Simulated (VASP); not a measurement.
# Ni (Fm-3m) in VASP: a series of runs

Runs on Ni. Level: PBE. Tasks: single point.

Program: VASP 6.6.1. These are calculated values, not measurements. Logs are shortened: lines on timing, memory, paths and dates and some standing lists are left out, and cuts for length are marked.

## Step 1: The cell of the first run

Symmetry: Fm-3m, No. 225, cubic system. Conventional cell: a = 3.475 Å, b = 3.475 Å, c = 3.475 Å, α = 90.00°, β = 90.00°, γ = 90.00°. Within 3.2 Å of Ni (site symmetry m-3m) lie 12 Ni at 2.46 Å.

## Step 2: Single point, PBE, collinear spin, ferromagnetic start

Contents of INCAR:

```
SYSTEM = Ni
PREC = Accurate
ENCUT = 520
EDIFF = 1E-6
ISMEAR = -1
SIGMA = 0.05
LREAL = .False.
LASPH = .True.
NELM = 150
ALGO = Normal
ISIF = 2
LWAVE = .False.
LCHARG = .False.
ISPIN = 2
MAGMOM = 0.5
LORBIT = 11
NUPDOWN = 0.5
LMAXMIX = 4
GGA = PE
NBANDS = 15
```

Contents of KPOINTS:

```
regular mesh
0
Gamma
  11 11 11
  0 0 0
```

Contents of POSCAR:

```
Ni
1.0
    0.0000000000      1.7375729330      1.7375729330
    1.7375729330      0.0000000000      1.7375729330
    1.7375729330      1.7375729330      0.0000000000
Ni
1
Direct
    0.0000000000      0.0000000000      0.0000000000
```

Potentials or basis: VASP PAW PBE potentials, release 64 (Ni).

Launch:

```console
$ cat potpaw_PBE.64/Ni/POTCAR > POTCAR
$ mpirun -np 1 vasp_std > vasp.out
```

OUTCAR:

```text
SYSTEM = Ni
   PREC = Accurate
   ENCUT = 520
   EDIFF = 1E-6
   ISMEAR = -1
   LREAL = .False.
   LASPH = .True.
   NELM = 150
   ISIF = 2
   ISPIN = 2
   LORBIT = 11
   NUPDOWN = 0.5
   GGA = PE

 ion  position               nearest neighbor table
   1  0.000  0.000  0.000-

  LATTYP: Found a face centered cubic cell.
 ALAT       =     3.4751458660

  Lattice vectors:

 A1 = (   0.0000000000,   1.7375729330,   1.7375729330)
 A2 = (   1.7375729330,   0.0000000000,   1.7375729330)
 A3 = (   1.7375729330,   1.7375729330,   0.0000000000)

Analysis of symmetry for initial positions (statically):
=====================================================================
 Subroutine PRICEL returns:
 Original cell was already a primitive cell.

 Routine SETGRP: Setting up the symmetry group for a
 face centered cubic supercell.

 Subroutine GETGRP returns: Found 48 space group operations
 (whereof 48 operations were pure point group operations)
 out of a pool of 48 trial point group operations.

The static configuration has the point symmetry O_h .

Analysis of symmetry for dynamics (positions and initial velocities):
=====================================================================
 Subroutine PRICEL returns:
 Original cell was already a primitive cell.

 Routine SETGRP: Setting up the symmetry group for a
 face centered cubic supercell.

 Subroutine GETGRP returns: Found 48 space group operations
 (whereof 48 operations were pure point group operations)
 out of a pool of 48 trial point group operations.

The dynamic configuration has the point symmetry O_h .

Analysis of structural, dynamic, and magnetic symmetry:
=====================================================================
 Subroutine PRICEL returns:
 Original cell was already a primitive cell.

 Routine SETGRP: Setting up the symmetry group for a
 face centered cubic supercell.

 Subroutine GETGRP returns: Found 48 space group operations
 (whereof 48 operations were pure point group operations)
 out of a pool of 48 trial point group operations.

The overall configuration has the point symmetry O_h .

 Subroutine INISYM returns: Found 48 space group operations
 (whereof 48 operations are pure point group operations),
 and found     1 'primitive' translations

----------------------------------------------------------------------------------------

                                     Primitive cell

  volume of cell :      10.4920

  direct lattice vectors                    reciprocal lattice vectors
     0.000000000  1.737572933  1.737572933    -0.287757705  0.287757705  0.287757705
     1.737572933  0.000000000  1.737572933     0.287757705 -0.287757705  0.287757705
     1.737572933  1.737572933  0.000000000     0.287757705  0.287757705 -0.287757705

  length of vectors
     2.457299207  2.457299207  2.457299207     0.498410966  0.498410966  0.498410966

  position of ions in fractional coordinates (direct lattice)
     0.000000000  0.000000000  0.000000000

  ion indices of the primitive-cell ions
   primitive index   ion index
                 1           1

----------------------------------------------------------------------------------------

 KPOINTS: regular mesh

Automatic generation of k-mesh.
 Grid dimensions read from file:
 generate k-points for:   11   11   11

 Generating k-lattice:

  Cartesian coordinates                     Fractional coordinates (reciprocal lattice)
    -0.026159791  0.026159791  0.026159791     0.090909091  0.000000000  0.000000000
     0.026159791 -0.026159791  0.026159791     0.000000000  0.090909091  0.000000000
     0.026159791  0.026159791 -0.026159791     0.000000000  0.000000000  0.090909091

  Length of vectors
     0.045310088  0.045310088  0.045310088

  Shift w.r.t. Gamma in fractional coordinates (k-lattice)
     0.000000000  0.000000000  0.000000000

 Subroutine IBZKPT returns following result:
 ===========================================

 Found     56 irreducible k-points:

 Following reciprocal coordinates:
            Coordinates               Weight
  0.000000  0.000000  0.000000      1.000000
  0.090909  0.000000  0.000000      8.000000
  0.181818  0.000000  0.000000      8.000000
  0.272727  0.000000  0.000000      8.000000
  0.363636  0.000000  0.000000      8.000000
  0.454545  0.000000  0.000000      8.000000
[... 16 lines left out ...]
 -0.272727  0.181818  0.000000     24.000000
 -0.181818  0.181818  0.000000     12.000000
 [... further k-points ...]
   k-points           NKPTS =     56   k-points in BZ     NKDIM =     56   number of bands    NBANDS=     15
   number of dos      NEDOS =    301   number of ions     NIONS =      1
   total plane-waves  NPLWV =   5832
   dimension x,y,z NGX =    18 NGY =   18 NGZ =   18
   dimension x,y,z NGXF=    36 NGYF=   36 NGZF=   36
   ions per type =               1
   NGX,Y,Z   is equivalent  to a cutoff of  12.18, 12.18, 12.18 a.u.
   NGXF,Y,Z  is equivalent  to a cutoff of  24.36, 24.36, 24.36 a.u.
 SYSTEM =  Ni
   PREC   = accura    normal or accurate (medium, high low for compatibility)
   ISTART =      0    job   : 0-new  1-cont  2-samecut
   ICHARG =      2    charge: 1-file 2-atom 10-const
   ISPIN  =      2    spin polarized calculation?
   LNONCOLLINEAR =      F non collinear calculations
   LSORBIT =      F    spin-orbit coupling
   LASPH  =      T    aspherical Exc in radial PAW
   ENCUT  =  520.0 eV  38.22 Ry    6.18 a.u.   4.57  4.57  4.57*2*pi/ulx,y,z
   NELM   =    150;   NELMIN=  2; NELMDL= -5     # of ELM steps
   EDIFF  = 0.1E-05   stopping-criterion for ELM
   LREAL  =      F    real-space projection
   EDIFFG = 0.1E-04   stopping-criterion for IOM
   NSW    =      0    number of steps for IOM
   IBRION =     -1    ionic relax: 0-MD 1-quasi-New 2-CG
   NFREE  =      0    steps in history (QN), initial steepest desc. (CG)
   ISIF   =      2    stress and relaxation
   ISYM   =      2    0-nonsym 1-usesym 2-fastsym
   POTIM  = 0.5000    time-step for ionic-motion
   TEBEG  =    0.0;   TEEND  =   0.0 temperature during run
   PSTRESS=    0.0 pullay stress
   NELECT =      10.0000    total number of electrons
   NUPDOWN=       0.5000    fix difference up-down
   EMIN   =  10.00;   EMAX   =-10.00  energy-range for DOS
   EFERMI =   0.00;   METHOD = LEGACY
   ISMEAR =    -1;   SIGMA  =   0.05  broadening in eV -4-tet -1-fermi 0-gaus
   EFERMI_NEDOS =   21; number of points for ismear=-14 and -15
   IALGO  =     38    algorithm
   IMIX   =      4    mixing-type and parameters
     AMIX     =   0.40;   BMIX     =  1.00
     AMIX_MAG =   1.60;   BMIX_MAG =  1.00
  volume/ion in A,a.u.               =      10.49        70.80
  Fermi-wavevector in a.u.,A,eV,Ry     =   1.611097  3.044533 35.315755  2.595635
  Thomas-Fermi vector in A             =   2.706542
   LORBIT       =     11    0 simple, 1 ext, 2 COOP (PROOUT), +10 PAW based schemes
   GGA     = PE    functional components
   LHFCALC =     F    Hartree Fock is set to
   AEXX    =    0.0000 exact exchange contribution
   IVDW    =     0    specifies the selected vdW correction
   LEPSILON=     F    determine dielectric tensor
   LRPA    =     F    only Hartree local field effects (RPA)
 spin polarized calculation
  energy-cutoff  :      520.00
  volume of cell :       10.49
 maximum number of plane-waves:       295
   NGX =  9   NGY =  9   NGZ =  9

 number of electron      10.0000000 magnetization       0.5000000

 number of electron       9.9999998 magnetization       0.4999999

 Free energy of the ion-electron system (eV)
  ---------------------------------------------------
  ext. energy  EPLUGINS =         0.00000000
  ---------------------------------------------------
  free energy    TOTEN  =        -5.45957626 eV

  energy without entropy =       -5.44030072  energy(sigma->0) =       -5.44993849

 E-fermi :   9.8698     XC(G=0): -13.4710

 val. band max:        9.8206500531   @ k =   0.3636   0.2727   0.0000
 cond. band min:       9.8875439938   @ k =  -0.3636   0.2727   0.0909
 fundamental gap:      0.0668939407
 Fermi energy:         9.5503047917

 spin component 1

 k-point     1 :       0.0000    0.0000    0.0000
  band No.  band energies     occupation
      1       0.6364      1.00000
      2       7.4465      1.00000
      3       7.4465      1.00000
      4       7.4465      1.00000
      5       8.6687      1.00000
      6       8.6687      1.00000
      7      33.9242      0.00000
      8      38.0817      0.00000
      9      38.0817      0.00000
     10      38.0817      0.00000
     11      41.1594      0.00000
     12      41.1594      0.00000
     13      41.1594      0.00000
     14      44.0100      0.00000
     15      50.7623      0.00000

 k-point     2 :       0.0909    0.0000    0.0000
  band No.  band energies     occupation
      1       0.9670      1.00000
      2       7.3602      1.00000
      3       7.5193      1.00000
      4       7.5193      1.00000
      5       8.6392      1.00000
      6       8.6392      1.00000
      7      32.6468      0.00000
      8      35.4934      0.00000
      9      37.4461      0.00000
     10      37.4461      0.00000
     11      42.1245      0.00000
     12      42.1245      0.00000
     13      42.2568      0.00000
     14      46.9166      0.00000
     15      48.3752      0.00000
[... 365 lines left out ...]
      3       7.2852      1.00000
      4       8.0125      1.00000
      5       8.5825      1.00000
      6      10.3142      0.00000
      7      21.5557      0.00000
      8      25.7613      0.00000
      9      34.6552      0.00000
     10      34.8619      0.00000
     11      41.5092      0.00000
     12      42.5458      0.00000
     13      47.2349      0.00000
     14      50.1124      0.00000
     15      52.7625      0.00000

 k-point    24 :      -0.1818    0.1818    0.0000
  band No.  band energies     occupation
      1       3.7784      1.00000
      2       6.8147      1.00000
      3       7.5544      1.00000
      4       8.1065      1.00000
      5       8.2162      1.00000
      6       9.4721      0.82708
      7      25.6163      0.00000
      8      26.4579      0.00000
      9      36.4522      0.00000
     10      37.5759      0.00000
     11      39.5461      0.00000
     12      42.7175      0.00000
     13      43.5154      0.00000
     14      49.1247      0.00000
     15      52.2354      0.00000

 [... further k-points ...]

 spin component 2

 k-point     1 :       0.0000    0.0000    0.0000
  band No.  band energies     occupation
      1       0.5991      1.00000
      2       8.0537      1.00000
      3       8.0537      1.00000
      4       8.0537      1.00000
      5       9.1411      1.00000
      6       9.1411      1.00000
      7      33.7847      0.00000
      8      38.0529      0.00000
      9      38.0529      0.00000
     10      38.0529      0.00000
     11      41.2357      0.00000
     12      41.2357      0.00000
     13      41.2357      0.00000
     14      43.8960      0.00000
     15      50.9269      0.00000

 k-point     2 :       0.0909    0.0000    0.0000
  band No.  band energies     occupation
      1       0.9302      1.00000
      2       7.9579      1.00000
      3       8.1283      1.00000
      4       8.1283      1.00000
      5       9.1107      1.00000
      6       9.1107      1.00000
      7      32.6076      0.00000
      8      35.4283      0.00000
      9      37.4558      0.00000
     10      37.4558      0.00000
     11      42.1522      0.00000
     12      42.1522      0.00000
     13      42.2223      0.00000
     14      46.8687      0.00000
     15      48.5088      0.00000
[... 365 lines left out ...]
      3       7.7448      1.00000
      4       8.4987      1.00000
      5       9.1915      1.00000
      6      10.8217      0.00000
      7      21.7014      0.00000
      8      25.8350      0.00000
      9      34.6260      0.00000
     10      34.9186      0.00000
     11      41.4423      0.00000
     12      42.5811      0.00000
     13      47.2983      0.00000
     14      50.2169      0.00000
     15      53.0241      0.00000

 k-point    24 :      -0.1818    0.1818    0.0000
  band No.  band energies     occupation
      1       3.7780      1.00000
      2       7.3529      1.00000
      3       8.0556      1.00000
      4       8.6650      1.00000
      5       8.7428      1.00000
      6      10.0202      0.04702
      7      25.7315      0.00000
      8      26.5139      0.00000
      9      36.4183      0.00000
     10      37.6170      0.00000
     11      39.4647      0.00000
     12      42.7566      0.00000
     13      43.5987      0.00000
     14      49.2825      0.00000
     15      52.2107      0.00000

 [... further k-points ...]
[... 5 lines left out ...]
  --------------------------------------------------------------------------------------
  -------------------------------------------------------------------------------------
  Total        0.4910926      0.4910926      0.4910926      0.0000000     -0.0000000      0.0000000
  in kB       74.9919833     74.9919833     74.9919833      0.0000000     -0.0000000      0.0000000
  external PRESSURE =      74.9919833 kB  Pullay stress =       0.0000000 kB

 VOLUME and BASIS-vectors are now :
 -----------------------------------------------------------------------------
  energy-cutoff  :      520.00
  volume of cell :       10.49
      direct lattice vectors                 reciprocal lattice vectors
     0.000000000  1.737572933  1.737572933    -0.287757705  0.287757705  0.287757705
     1.737572933  0.000000000  1.737572933     0.287757705 -0.287757705  0.287757705
     1.737572933  1.737572933  0.000000000     0.287757705  0.287757705 -0.287757705

 POSITION                                       TOTAL-FORCE (eV/Angst)
 -----------------------------------------------------------------------------------
      0.00000      0.00000      0.00000        -0.000000     -0.000000      0.000000
 -----------------------------------------------------------------------------------
    total drift:                                0.000000     -0.000000     -0.000000

  FREE ENERGIE OF THE ION-ELECTRON SYSTEM (eV)
  ---------------------------------------------------
  free  energy   TOTEN  =        -5.4595762622 eV

  energy  without entropy=       -5.4403007166  energy(sigma->0) =       -5.44993849

 total charge

# of ion       s       p       d       tot
------------------------------------------
    1        0.512   0.530   8.335   9.377

 magnetization (x)

# of ion       s       p       d       tot
------------------------------------------
    1       -0.007  -0.024   0.539   0.509
```

Wall time 22 s (1 thread of Intel Xeon 8259CL, shared host); peak memory 0.13 GiB.

What came out:

```yaml
Free_energy: -5.4596 eV
Pressure: 7.5 GPa
Net_moment: 0.50 μB per cell
Site_moments: Ni +0.51 μB
Valence_electrons_inside_the_program's_atomic_spheres: Ni 9.38
```

Caveat: the total moment is fixed, so each spin has its own Fermi level.

(Part 1 of 2 ends here.)
